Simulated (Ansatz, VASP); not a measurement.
# C in VASP and in Ansatz

INCAR

```
SYSTEM = C
PREC = Accurate ; ENCUT = 600
EDIFF = 1E-6 ; ISMEAR = -1
SIGMA = 0.03 ; LREAL = .False.
LASPH = .True. ; NELM = 120
ALGO = Normal ; ISIF = 2
LWAVE = .False. ; LCHARG = .True.
GGA = PE ; LELF = .True.
LVHAR = .True. ; NBANDS = 11
GGA_COMPAT = .False.
```

Contents of KPOINTS:

```
regular mesh
0
Gamma
  14 14 14
  0 0 0
```

File POSCAR:

```
C
1.0
    0.0000000000      1.8038011959      1.8038011959
    1.8038011959      0.0000000000      1.8038011959
    1.8038011959      1.8038011959      0.0000000000
C
2
Direct
    0.0000000000      0.0000000000      0.0000000000
    0.2500000000      0.2500000000      0.2500000000
```

Input for Ansatz:

```yaml
crystal:
  lattice:
    - [0.0, 1.8038011959, 1.8038011959]
    - [1.8038011959, 0.0, 1.8038011959]
    - [1.8038011959, 1.8038011959, 0.0]
  atoms:
    - { symbol: C, position: [0.0, 0.0, 0.0] }
    - { symbol: C, position: [0.25, 0.25, 0.25] }
kpoints:
  mp_grid: { grid: [14, 14, 14] }
scf:
  occupations: { method: fermi_dirac, width: 0.03 }
hamiltonian:
  xc: pbe
  pseudopotentials: { kind: all_electron, lapw: { basis_error: 0.0005 } }
output:
  forces: true
  stress: true
  eigenvalues: true
```

Change from the starting cell: functional pbe, volume scaled by 1.04.

Alike in both runs: task single point; functional PBE; k mesh 14 × 14 × 14; occupations fermi-dirac, width 0.03 eV; no spin polarisation.

|  | VASP | Ansatz |
| --- | --- | --- |
| version | VASP 6.6.1 | Ansatz 0.2.0 |
| potentials or method | VASP PAW PBE potentials, release 64 (C), cutoff 600 eV | all-electron LAPW, scalar-relativistic |

|  | VASP | Ansatz | Ansatz less VASP |
| --- | --- | --- | --- |
| gap on the k mesh at the Fermi level (eV) | 4.05 | 4.06 | +0.007 |
| pressure (GPa) | -12.4 | -12.4 | +0.03 |

Ansatz ran all-electron here, and VASP with PAW potentials.
